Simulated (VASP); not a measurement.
# CuO (Cc) in VASP: further runs

CuO is run at these levels: LDA, BLYP, r2SCAN; tasks: single point.

Everything below comes from runs of VASP 6.6.1. Logs are shortened: lines on timing, memory, paths and dates and some standing lists are left out, and cuts for length are marked.

## (1) The cell of the first run

The structure is monoclinic, space group Cc (No. 9). Conventional cell: a = 4.781 Å, b = 3.494 Å, c = 5.233 Å, α = 90.00°, β = 99.65°, γ = 90.00°. Cu (site symmetry 1) has 4 O at 1.94 to 2.06 Å within 2.6 Å. O (site symmetry 1) has 4 Cu at 1.94 to 2.06 Å and 2 O at 2.68 Å within 2.7 Å.

## (2) Single point, LDA

INCAR reads:

```
SYSTEM = CuO
PREC = Accurate
ENCUT = 520
EDIFF = 1E-6
ISMEAR = -1
SIGMA = 0.05
LREAL = .False.
LASPH = .True.
NELM = 60
ALGO = Normal
ISIF = 2
LWAVE = .False.
LCHARG = .False.
NBANDS = 25
```

KPOINTS reads:

```
regular mesh
0
Gamma
  10 10 5
  0 0 0
```

POSCAR reads:

```
CuO
1.0
    2.3906349594     -1.7470044264      0.0000000000
    2.3906349594      1.7470044264      0.0000000000
   -0.8774277226      0.0000000000      5.1586693681
Cu O
2 2
Direct
    0.0032000000      0.4968000000      0.0000000000
    0.4968000000      0.0032000000      0.5000000000
    0.5714000000      0.4056000000      0.2537000000
    0.4056000000      0.5714000000      0.7537000000
```

Potentials or basis: VASP PAW LDA potentials, release 64 (Cu, O).

Command:

```sh
> cat potpaw_LDA.64/Cu/POTCAR potpaw_LDA.64/O/POTCAR > POTCAR
> mpirun -np 1 vasp_std > vasp.out
```

OUTCAR:

```text
SYSTEM = CuO
   PREC = Accurate
   ENCUT = 520
   EDIFF = 1E-6
   ISMEAR = -1
   LREAL = .False.
   LASPH = .True.
   NELM = 60
   ISIF = 2

 ion  position               nearest neighbor table
   1  0.003  0.497  0.000-   4 1.94   3 1.97   4 2.02   3 2.06
   2  0.497  0.003  0.500-   3 1.94   4 1.97   3 2.02   4 2.06
   3  0.571  0.406  0.254-   2 1.94   1 1.97   2 2.02   1 2.06
   4  0.406  0.571  0.754-   1 1.94   2 1.97   1 2.02   2 2.06

  LATTYP: Found a base centered monoclinic cell.
 ALAT       =     4.7812699188
 B/A-ratio  =     0.7307700490
 C/A-ratio  =     1.0944283419
 COS(beta)  =    -0.1676798045

  Lattice vectors:

 A1 = (   2.3906349594,  -1.7470044264,   0.0000000000)
 A2 = (   2.3906349594,   1.7470044264,   0.0000000000)
 A3 = (  -0.8774277226,   0.0000000000,   5.1586693681)

Analysis of symmetry for initial positions (statically):
=====================================================================
 Subroutine PRICEL returns:
 Original cell was already a primitive cell.

 Routine SETGRP: Setting up the symmetry group for a
 base centered monoclinic supercell.

 Subroutine GETGRP returns: Found  2 space group operations
 (whereof  1 operations were pure point group operations)
 out of a pool of  4 trial point group operations.

The static configuration has the point symmetry C_1 .
 The point group associated with its full space group is C_1h.

Analysis of symmetry for dynamics (positions and initial velocities):
=====================================================================
 Subroutine PRICEL returns:
 Original cell was already a primitive cell.

 Routine SETGRP: Setting up the symmetry group for a
 base centered monoclinic supercell.

 Subroutine GETGRP returns: Found  2 space group operations
 (whereof  1 operations were pure point group operations)
 out of a pool of  4 trial point group operations.

The dynamic configuration has the point symmetry C_1 .
 The point group associated with its full space group is C_1h.

 Subroutine INISYM returns: Found  2 space group operations
 (whereof  1 operations are pure point group operations),
 and found     1 'primitive' translations

----------------------------------------------------------------------------------------

                                     Primitive cell

  volume of cell :      43.0898

[... 84 lines left out ...]
   ISTART =      0    job   : 0-new  1-cont  2-samecut
   ICHARG =      2    charge: 1-file 2-atom 10-const
   ISPIN  =      1    spin polarized calculation?
   LNONCOLLINEAR =      F non collinear calculations
   LSORBIT =      F    spin-orbit coupling
   LASPH  =      T    aspherical Exc in radial PAW
   ENCUT  =  520.0 eV  38.22 Ry    6.18 a.u.   5.51  5.51  9.73*2*pi/ulx,y,z
   NELM   =     60;   NELMIN=  2; NELMDL= -5     # of ELM steps
   EDIFF  = 0.1E-05   stopping-criterion for ELM
   LREAL  =      F    real-space projection
   EDIFFG = 0.1E-04   stopping-criterion for IOM
   NSW    =      0    number of steps for IOM
   IBRION =     -1    ionic relax: 0-MD 1-quasi-New 2-CG
   NFREE  =      0    steps in history (QN), initial steepest desc. (CG)
   ISIF   =      2    stress and relaxation
   ISYM   =      2    0-nonsym 1-usesym 2-fastsym
   POTIM  = 0.5000    time-step for ionic-motion
   TEBEG  =    0.0;   TEEND  =   0.0 temperature during run
   PSTRESS=    0.0 pullay stress
   NELECT =      34.0000    total number of electrons
   NUPDOWN=      -1.0000    fix difference up-down
   EMIN   =  10.00;   EMAX   =-10.00  energy-range for DOS
   EFERMI =   0.00;   METHOD = LEGACY
   ISMEAR =    -1;   SIGMA  =   0.05  broadening in eV -4-tet -1-fermi 0-gaus
   EFERMI_NEDOS =   21; number of points for ismear=-14 and -15
   IALGO  =     38    algorithm
   IMIX   =      4    mixing-type and parameters
     AMIX     =   0.40;   BMIX     =  1.00
     AMIX_MAG =   1.60;   BMIX_MAG =  1.00
  volume/ion in A,a.u.               =      10.77        72.70
  Fermi-wavevector in a.u.,A,eV,Ry     =   1.512781  2.858742 31.137032  2.288507
  Thomas-Fermi vector in A             =   2.622660
   LORBIT       =      0    0 simple, 1 ext, 2 COOP (PROOUT), +10 PAW based schemes
   GGA     = CA    functional components
   LHFCALC =     F    Hartree Fock is set to
   AEXX    =    0.0000 exact exchange contribution
   IVDW    =     0    specifies the selected vdW correction
   LEPSILON=     F    determine dielectric tensor
   LRPA    =     F    only Hartree local field effects (RPA)
 non-spin polarized calculation
  energy-cutoff  :      520.00
  volume of cell :       43.09
 maximum number of plane-waves:      1180
 NGX is ok and might be reduce to    24
   NGX = 11   NGY = 11   NGZ = 19

 number of electron      33.9999988 magnetization

 Free energy of the ion-electron system (eV)
  ---------------------------------------------------
  ext. energy  EPLUGINS =         0.00000000
  ---------------------------------------------------
  free energy    TOTEN  =       -22.90844466 eV

  energy without entropy =      -22.88838044  energy(sigma->0) =      -22.89841255

 E-fermi :   4.5514     XC(G=0): -12.0942

 val. band max:        4.5409826263   @ k =  -0.4000   0.2000   0.4000
 cond. band min:       4.5536767713   @ k =   0.5000   0.2000   0.4000
 fundamental gap:      0.0126941450
 Fermi energy:         4.5514184098

 k-point     1 :       0.0000    0.0000    0.0000
  band No.  band energies     occupation
      1     -14.4947      2.00000
      2     -13.2703      2.00000
      3      -3.0316      2.00000
      4      -0.5825      2.00000
      5      -0.2292      2.00000
      6       1.4530      2.00000
[... 661 lines left out ...]
     24      17.3536      0.00000
     25      18.5294      0.00000

 [... further k-points ...]
[... 5 lines left out ...]
  --------------------------------------------------------------------------------------
  -------------------------------------------------------------------------------------
  Total       -4.8964545     -3.1933151     -5.6591022      0.0000000      0.0000000      0.2550173
  in kB     -182.0611778   -118.7346273   -210.4181326      0.0000000      0.0000000      9.4821168
  external PRESSURE =    -170.4046459 kB  Pullay stress =       0.0000000 kB

 VOLUME and BASIS-vectors are now :
 -----------------------------------------------------------------------------
  energy-cutoff  :      520.00
  volume of cell :       43.09
      direct lattice vectors                 reciprocal lattice vectors
     2.390634959 -1.747004426  0.000000000     0.209149455 -0.286204198  0.035573811
     2.390634959  1.747004426  0.000000000     0.209149455  0.286204198  0.035573811
    -0.877427723  0.000000000  5.158669368     0.000000000  0.000000000  0.193848438

 POSITION                                       TOTAL-FORCE (eV/Angst)
 -----------------------------------------------------------------------------------
      1.19532      0.86232      0.00000        -0.460511      0.213022      0.164405
      0.75660     -0.86232      2.57933        -0.460511     -0.213022      0.164405
      2.11305     -0.28965      1.30875         0.460511      0.621812     -0.164405
      1.67433      0.28965      3.88809         0.460511     -0.621812     -0.164405
 -----------------------------------------------------------------------------------
    total drift:                               -0.000210      0.000000     -0.000681

  FREE ENERGIE OF THE ION-ELECTRON SYSTEM (eV)
  ---------------------------------------------------
  free  energy   TOTEN  =       -22.9084446587 eV

  energy  without entropy=      -22.8883804377  energy(sigma->0) =      -22.89841255
```

OSZICAR:

```text
N       E                     dE             d eps       ncg     rms          rms(c)
DAV:   1     0.290242211675E+03    0.29024E+03   -0.16307E+04  7491   0.215E+03
DAV:   2     0.852146793689E+01   -0.28172E+03   -0.25980E+03  7170   0.390E+02
DAV:   3    -0.276686554138E+02   -0.36190E+02   -0.34098E+02  8909   0.156E+02
DAV:   4    -0.289294425350E+02   -0.12608E+01   -0.12536E+01  8958   0.313E+01
DAV:   5    -0.289511701051E+02   -0.21728E-01   -0.21716E-01  9441   0.360E+00    0.173E+01
DAV:   6    -0.271025308527E+02    0.18486E+01   -0.38352E+01 10100   0.158E+02    0.145E+01
DAV:   7    -0.228676004132E+02    0.42349E+01   -0.11051E+01  8614   0.119E+02    0.254E+00
DAV:   8    -0.229588607387E+02   -0.91260E-01   -0.16690E+00  7648   0.909E+00    0.154E+00
DAV:   9    -0.229112132955E+02    0.47647E-01   -0.60268E-02 10806   0.564E+00    0.383E-01
DAV:  10    -0.229093940193E+02    0.18193E-02   -0.10973E-02  9912   0.129E+00    0.292E-01
DAV:  11    -0.229084507901E+02    0.94323E-03   -0.47573E-03  9946   0.580E-01    0.461E-02
DAV:  12    -0.229084543071E+02   -0.35170E-05   -0.35602E-04  9541   0.228E-01    0.341E-02
DAV:  13    -0.229084459253E+02    0.83818E-05   -0.20170E-05 10109   0.863E-02    0.881E-03
DAV:  14    -0.229084447242E+02    0.12011E-05   -0.46119E-06  8137   0.228E-02    0.300E-03
DAV:  15    -0.229084446587E+02    0.65425E-07   -0.47992E-07  3972   0.107E-02
   1 F= -.22908445E+02 E0= -.22898413E+02  d E =-.200642E-01
```

It took 2 min on 1 thread of Intel Xeon Platinum 8259CL at 2.50GHz (Skylake/Cascade Lake), shared host; peak memory 0.23 GiB.

Results:

```
Free energy            : -22.9084 eV
Pressure               : -17.0 GPa
Largest force          : 0.791 eV/Å
Band gap on the k mesh : zero (bands 17 and 18 overlap by 0.60 eV)
```

Forces in eV/Å, atoms in the order of the input:
```
Cu  -0.461  0.213  0.164
Cu  -0.461 -0.213  0.164
O    0.461  0.622 -0.164
O    0.461 -0.622 -0.164
```

Stress tensor (GPa, compression positive):
```
-18.21   0.00   0.95
  0.00 -11.87   0.00
  0.95   0.00 -21.04
```

Levels at points of the mesh, in eV from the Fermi level:
```tsv
k point	band 15	band 16	band 17	band 18	band 19	band 20
(0.00, 0.00, 0.00)	-1.96	-1.50	0.23	0.87	1.54	5.93
(0.50, 0.00, 0.00)	-1.34	-1.27	-0.03	0.29	4.82	6.01
(0.50, 0.50, 0.00)	-1.64	-1.11	-0.58	1.01	3.46	6.71
```

Caveat: the cell stands under tension; semilocal functionals often make such compounds metallic where correlation or magnetic order opens a gap, which also shifts bond lengths. With open d or f shells a metallic result of LDA can be an artefact of self-interaction; +U or a hybrid may open a gap.

## (3) Single point, BLYP

INCAR reads:

```
  AGGAC = 1.0
  AGGAX = 1.0
  ALDAC = 0.0
  ALDAX = 1.0
  ALGO = Normal
  EDIFF = 1E-7
  ENCUT = 520
  GGA = B5
  ISIF = 2
  ISMEAR = -1
  LASPH = True
  LCHARG = False
  LREAL = False
  LWAVE = False
  NBANDS = 25
  NELM = 80
  PREC = Accurate
  SIGMA = 0.05
```

KPOINTS reads:

```
k-points
0
Gamma
  10 10 5
```

POSCAR is that of step 2.

Potentials or basis: VASP PAW PBE potentials, release 64 (Cu, O).

Command:

```sh
> cat potpaw_PBE.64/Cu/POTCAR potpaw_PBE.64/O/POTCAR > POTCAR
> mpirun -np 1 vasp_std > vasp.out
```

OUTCAR:

```text
EDIFF = 1E-7
   ENCUT = 520
   GGA = B5
   ISIF = 2
   ISMEAR = -1
   LASPH = True
   LREAL = False
   NELM = 80
   PREC = Accurate

 ion  position               nearest neighbor table
   1  0.003  0.497  0.000-   4 1.94   3 1.97   4 2.02   3 2.06
   2  0.497  0.003  0.500-   3 1.94   4 1.97   3 2.02   4 2.06
   3  0.571  0.406  0.254-   2 1.94   1 1.97   2 2.02   1 2.06
   4  0.406  0.571  0.754-   1 1.94   2 1.97   1 2.02   2 2.06

  LATTYP: Found a base centered monoclinic cell.
[... 867 lines left out ...]
     24      18.3304      0.00000
     25      19.5958      0.00000

 [... further k-points ...]
[... 5 lines left out ...]
  --------------------------------------------------------------------------------------
  -------------------------------------------------------------------------------------
  Total        0.5842491      1.3592072      0.2742310      0.0000000      0.0000000     -0.1562215
  in kB       21.7236949     50.5383774     10.1965261      0.0000000      0.0000000     -5.8086649
  external PRESSURE =      27.4861995 kB  Pullay stress =       0.0000000 kB

 VOLUME and BASIS-vectors are now :
 -----------------------------------------------------------------------------
  energy-cutoff  :      520.00
  volume of cell :       43.09
      direct lattice vectors                 reciprocal lattice vectors
     2.390634959 -1.747004426  0.000000000     0.209149455 -0.286204198  0.035573811
     2.390634959  1.747004426  0.000000000     0.209149455  0.286204198  0.035573811
    -0.877427723  0.000000000  5.158669368     0.000000000  0.000000000  0.193848438

 POSITION                                       TOTAL-FORCE (eV/Angst)
 -----------------------------------------------------------------------------------
      1.19532      0.86232      0.00000        -0.547342      0.283849      0.206972
      0.75660     -0.86232      2.57933        -0.547342     -0.283849      0.206972
      2.11305     -0.28965      1.30875         0.547342      0.391033     -0.206972
      1.67433      0.28965      3.88809         0.547342     -0.391033     -0.206972
 -----------------------------------------------------------------------------------
    total drift:                               -0.000411      0.000000     -0.000527

  FREE ENERGIE OF THE ION-ELECTRON SYSTEM (eV)
  ---------------------------------------------------
  free  energy   TOTEN  =       -18.0035824648 eV

  energy  without entropy=      -17.9836919613  energy(sigma->0) =      -17.99363721
```

OSZICAR:

```text
N       E                     dE             d eps       ncg     rms          rms(c)
DAV:   1     0.300222437711E+03    0.30022E+03   -0.16440E+04  7459   0.213E+03
DAV:   2     0.134765382658E+02   -0.28675E+03   -0.26409E+03  7192   0.393E+02
DAV:   3    -0.234430493716E+02   -0.36920E+02   -0.34908E+02  8733   0.157E+02
DAV:   4    -0.247298193910E+02   -0.12868E+01   -0.12797E+01  8880   0.315E+01
DAV:   5    -0.247541914380E+02   -0.24372E-01   -0.24358E-01  9153   0.382E+00    0.181E+01
DAV:   6    -0.218921582853E+02    0.28620E+01   -0.39149E+01 10112   0.150E+02    0.142E+01
DAV:   7    -0.179166359458E+02    0.39755E+01   -0.11014E+01  8661   0.115E+02    0.263E+00
DAV:   8    -0.180385621441E+02   -0.12193E+00   -0.17461E+00  7458   0.914E+00    0.161E+00
DAV:   9    -0.180095995516E+02    0.28963E-01   -0.65075E-02 11973   0.687E+00    0.589E-01
DAV:  10    -0.180040265808E+02    0.55730E-02   -0.14881E-02 10918   0.240E+00    0.335E-01
DAV:  11    -0.180035448994E+02    0.48168E-03   -0.76203E-03  8773   0.732E-01    0.520E-02
DAV:  12    -0.180035632627E+02   -0.18363E-04   -0.34283E-04  8927   0.200E-01    0.257E-02
DAV:  13    -0.180035871228E+02   -0.23860E-04   -0.54701E-05 10160   0.895E-02    0.146E-02
DAV:  14    -0.180035823824E+02    0.47404E-05   -0.83247E-06 12372   0.503E-02    0.162E-03
DAV:  15    -0.180035825046E+02   -0.12225E-06   -0.16224E-06  9113   0.139E-02    0.517E-04
DAV:  16    -0.180035824648E+02    0.39835E-07   -0.16056E-08  4457   0.338E-03
   1 F= -.18003582E+02 E0= -.17993637E+02  d E =-.198905E-01
```

stdout:

```text
POSCAR found type information on POSCAR CuO
 POSCAR found :  2 types and       4 ions
 scaLAPACK will be used
 -----------------------------------------------------------------------------
|                                                                             |
|                                                                             |
|     You enforced a specific xc type in the INCAR file but a different       |
|     I HOPE YOU KNOW WHAT YOU ARE DOING!                                     |
|                                                                             |
 -----------------------------------------------------------------------------

 LDA part: xc-table for (Slater(with rela. corr.)+VWN5), standard interpolation
 POSCAR, INCAR and KPOINTS ok, starting setup
 FFT: planning ... GRIDC
 FFT: planning ... GRID_SOFT
 FFT: planning ... GRID
 WAVECAR not read
 entering main loop
```

Wall time 2.9 min (1 thread of Intel Xeon Platinum 8259CL at 2.50GHz (Skylake/Cascade Lake), shared host); peak memory 0.25 GiB.

What came out:

```yaml
Free_energy: -18.0036 eV
Pressure: 2.7 GPa
Largest_force: 0.704 eV/Å
Band_gap_on_the_k_mesh: zero (bands 17 and 18 overlap by 0.59 eV)
```

Forces on the atoms (eV/Å):
```
Cu  -0.547  0.284  0.207
Cu  -0.547 -0.284  0.207
O    0.547  0.391 -0.207
O    0.547 -0.391 -0.207
```

Stress tensor (GPa, compression positive):
```
 2.17  0.00 -0.58
 0.00  5.05  0.00
-0.58  0.00  1.02
```

Levels at points of the mesh, in eV from the Fermi level:
```
           k point  band 15  band 16  band 17  band 18  band 19  band 20
(0.00, 0.00, 0.00)    -2.02    -1.60     0.21     0.86     1.67     6.29
(0.50, 0.00, 0.00)    -1.40    -1.33    -0.03     0.29     5.05     6.23
(0.50, 0.50, 0.00)    -1.63    -1.19    -0.64     0.99     3.76     6.87
```

Caveat: the PAW data sets were made with another functional, which shifts forces and pressure a little; semilocal functionals often make such compounds metallic where correlation or magnetic order opens a gap, which also shifts bond lengths.

## (4) Single point, r2SCAN

This run uses another cell than the first one, of 10.16 Å³/atom.

POSCAR reads:

```
CuO
1.0
    2.3446497600     -1.7133998200      0.0000000000
    2.3446497600      1.7133998200      0.0000000000
   -0.8605499100      0.0000000000      5.0594394800
Cu O
2 2
Direct
    0.0032000000      0.4968000000      0.0000000000
    0.4968000000      0.0032000000      0.5000000000
    0.5714000000      0.4056000000      0.2537000000
    0.4056000000      0.5714000000      0.7537000000
```

INCAR.step1 reads:

```
SYSTEM = CuO
  PREC = Accurate
  ENCUT = 520
  ISMEAR = -1
  SIGMA = 0.05
  LREAL = .False.
  LASPH = .True.
  NELM = 80
  NBANDS = 25
  GGA = PE
  ALGO = Normal
  EDIFF = 1E-4
  LWAVE = .True.
  LCHARG = .False.
```

INCAR.step2 reads:

```
SYSTEM = CuO
  PREC = Accurate
  ENCUT = 520
  EDIFF = 1E-6
  ISMEAR = -1
  SIGMA = 0.05
  LREAL = .False.
  LASPH = .True.
  NELM = 80
  ALGO = Normal
  ISIF = 2
  LWAVE = .False.
  LCHARG = .True.
  METAGGA = R2SCAN
  LMIXTAU = .True.
  LELF = .True.
  LVHAR = .True.
  NBANDS = 25
  ISTART = 1
```

KPOINTS reads:

```
Automatic mesh
0
Gamma
  10 10 5
  0 0 0
```

Command:

```sh
> cat potpaw_PBE.64/Cu/POTCAR potpaw_PBE.64/O/POTCAR > POTCAR
> cp INCAR.step1 INCAR
> mpirun -np 1 vasp_std > vasp.out
> cp INCAR.step2 INCAR
> mpirun -np 1 vasp_std > vasp.out
```

It took 6.4 min on 1 thread of Intel Xeon Platinum 8259CL at 2.50GHz (Skylake/Cascade Lake), shared host; peak memory 0.25 GiB.

The run converged. Its results:

```yaml
Free_energy: -36.3334 eV
Pressure: -0.3 GPa
Largest_force: 0.767 eV/Å
Band_gap_on_the_k_mesh: zero (bands 17 and 18 overlap by 0.59 eV)
```

Forces on the atoms (eV/Å):
```
Cu  -0.635  0.349  0.250
Cu  -0.635 -0.349  0.250
O    0.635  0.290 -0.250
O    0.635 -0.290 -0.250
```

Stress tensor (GPa, compression positive):
```
-0.58  0.00 -1.27
 0.00  0.86  0.00
-1.27  0.00 -1.22
```

Levels at points of the mesh, in eV from the Fermi level:
| k point | band 13 | band 14 | band 15 | band 16 | band 17 | band 18 | band 19 | band 20 | band 21 | band 22 |
| --- | --- | --- | --- | --- | --- | --- | --- | --- | --- | --- |
| (0.00, 0.00, 0.00) | -2.49 | -2.41 | -2.31 | -1.86 | 0.20 | 0.94 | 2.04 | 6.56 | 8.71 | 14.03 |
| (0.50, 0.00, 0.00) | -2.28 | -1.78 | -1.65 | -1.55 | -0.02 | 0.31 | 5.33 | 6.85 | 7.47 | 11.77 |
| (0.50, 0.50, 0.00) | -2.34 | -2.28 | -1.70 | -1.39 | -0.76 | 1.10 | 3.78 | 7.56 | 9.06 | 10.70 |

Caveat: the PAW data sets were made with another functional, which shifts forces and pressure a little; semilocal functionals often make such compounds metallic where correlation or magnetic order opens a gap, which also shifts bond lengths.

## (5) Overview

```csv
level,potentials or basis,cell,gap on the mesh (eV),pressure (GPa),largest force (eV/Å)
LDA,"VASP PAW LDA potentials, release 64 (Cu, O)","a = 2.961, b = 2.961, c = 5.233 Å, angles 97.8, 97.8, 72.3°, 4 atoms",none,-17.0,0.79
BLYP,"VASP PAW PBE potentials, release 64 (Cu, O)","a = 2.961, b = 2.961, c = 5.233 Å, angles 97.8, 97.8, 72.3°, 4 atoms",none,2.7,0.70
r2SCAN,"VASP PAW PBE potentials, release 64 (Cu, O)","a = 2.904, b = 2.904, c = 5.132 Å, angles 97.8, 97.8, 72.3°, 4 atoms",none,-0.3,0.77
```

Alike in all rows: task single point; no spin polarisation; k mesh 10 × 10 × 5; cutoff (eV) 520; smearing fermi-dirac 0.05 eV.

Caveats: semilocal functionals often make such compounds metallic where correlation or magnetic order opens a gap, which also shifts bond lengths; the PAW data sets were made with another functional, which shifts forces and pressure a little (at least some runs); the cell stands under tension (at least some runs).

Total energies depend on the potentials used, so only differences within one code and one set of settings carry meaning.
